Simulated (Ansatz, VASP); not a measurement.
# Two plane-wave programs on Y

```
Y
1.0
     3.19043    0.00000    0.00000
     0.00000    3.19043    0.00000
     0.00000    0.00000    3.19043
Y
1
Direct
  0.00000 0.00000 0.00000
```

Alike in both runs: functional PBEsol; k mesh 14 × 14 × 14; occupations gaussian, width 0.1 eV; no spin polarisation.

Ansatz relaxed the structure, and its values are those at the end. VASP's run is a single point on that final structure, the one shown.

|  | VASP | Ansatz |
| --- | --- | --- |
| version | VASP 6.6.1 | Ansatz 0.2.0 |
| potentials or method | VASP PAW PBE potentials, release 64 (Y_sv), cutoff 520 eV | scalar-relativistic, plane waves, PAW |
| valence electrons in the cell | 11 | 11 |

```csv
,VASP,Ansatz,Ansatz less VASP
gap on the k mesh at the Fermi level (eV),none,none,-
pressure (GPa),0.0,0.0,+0.04
```

VASP's potentials were made for PBE, not for PBEsol. A gap of «none» marks a metal or a gap that the smearing closes.
